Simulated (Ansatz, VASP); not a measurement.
## One calculation of BeTe, two programs

```
Be Te
1.0
     0.00000    2.65074    2.65074
     2.65074    0.00000    2.65074
     2.65074    2.65074    0.00000
Be Te
1 1
Direct
  0.00000 0.00000 0.00000
  0.50000 0.50000 0.50000
```

Alike in both runs: functional PBEsol; k mesh 15 × 15 × 15; occupations fermi-dirac, width 0.08 eV; no spin polarisation.

Ansatz relaxed the structure, and its values are those at the end. VASP's run is a single point on that final structure, the one shown.

|  | VASP | Ansatz |
| --- | --- | --- |
| version | VASP 6.6.1 | Ansatz 0.2.0 |
| potentials or method | VASP PAW PBE potentials, release 64 (Be, Te) | PAW with Ansatz's default frozen-core files, scalar-relativistic |
| plane-wave cutoff (eV) | 520 | 420 |
| valence electrons in the cell | 8 | 18 |

Ansatz gave:

- pressure (GPa): 0.0

Task: What did VASP give for the same quantities?

Result: Pressure (GPa): 0.2.

VASP's potentials were made for PBE, not for PBEsol. VASP's potentials hold 8 valence electrons a cell and Ansatz's 18, so a difference there can come from the potentials and not from the codes.

Spin-orbit coupling is off throughout.
